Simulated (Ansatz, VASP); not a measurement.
**TiSb: VASP beside Ansatz**

```
Ti Sb
1.0
     4.07576    0.00000    0.00000
    -2.03788    3.52971    0.00000
     0.00000    0.00000    6.24143
Ti Sb
2 2
Direct
  0.00000 0.00000 0.00000
  0.00000 0.00000 0.50000
  0.33333 0.66667 0.25000
  0.66667 0.33333 0.75000
```

Change from the starting cell: volume scaled by 0.98, crystal datasets.

Alike in both runs: task electric field gradients; functional LDA; k mesh 12 × 12 × 7; occupations fermi-dirac, width 0.03 eV; no spin polarisation.

|  | VASP | Ansatz |
| --- | --- | --- |
| version | VASP 6.6.1 | Ansatz 0.2.0 |
| potentials or method | VASP PAW LDA potentials, release 64 (Ti_sv, Sb), cutoff 520 eV | all-electron PAW with datasets made for the crystal, scalar-relativistic |

```tsv
	VASP	Ansatz	Ansatz less VASP
pressure (GPa)	-6.8	-7.0	-0.23
traceless stress, the component that is largest in VASP (GPa)	-0.22	-0.26	-0.033
size of Vzz on the site where it differs most (V/Å²)	53.4	57.6	+4.20
```

LDA's correlation is that of Perdew and Zunger in VASP and of Perdew and Wang (1992) in Ansatz. Ansatz ran all-electron here, and VASP with PAW potentials.

Neither program's run includes spin-orbit coupling.
